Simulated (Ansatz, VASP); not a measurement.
**LiH in VASP and in Ansatz**

```
Li H
1.0
     0.00995    1.99534    1.99534
     1.99534    0.00995    1.99534
     1.99534    1.99534    0.00995
Li H
1 1
Cartesian
  0.0000 0.0000 0.0000
  2.0003 2.0003 2.0003
```

Change from the starting cell: equal xy, yz and zx engineering shears of +0.5 %.

Alike in both runs: task relaxation of the atoms; functional PBEsol; k mesh 10 × 10 × 10; no spin polarisation.

```csv
,VASP,Ansatz
version,VASP 6.6.1,Ansatz 0.2.0
potentials or method,"VASP PAW PBE potentials, release 64 (Li_sv, H), cutoff 520 eV","all-electron LAPW, scalar-relativistic"
occupations,"gaussian, width 0.01 eV",fixed
```

|  | VASP | Ansatz | Ansatz less VASP |
| --- | --- | --- | --- |
| gap on the k mesh at the Fermi level, each at its own relaxed structure (eV) | 2.73 | 2.73 | +0.003 |

VASP's potentials were made for PBE, not for PBEsol. Ansatz ran all-electron here, and VASP with PAW potentials.

Noted on VASP's run: the cutoff is short for stress, so the pressure is rough; the relaxation stopped at its first step, so nothing moved.
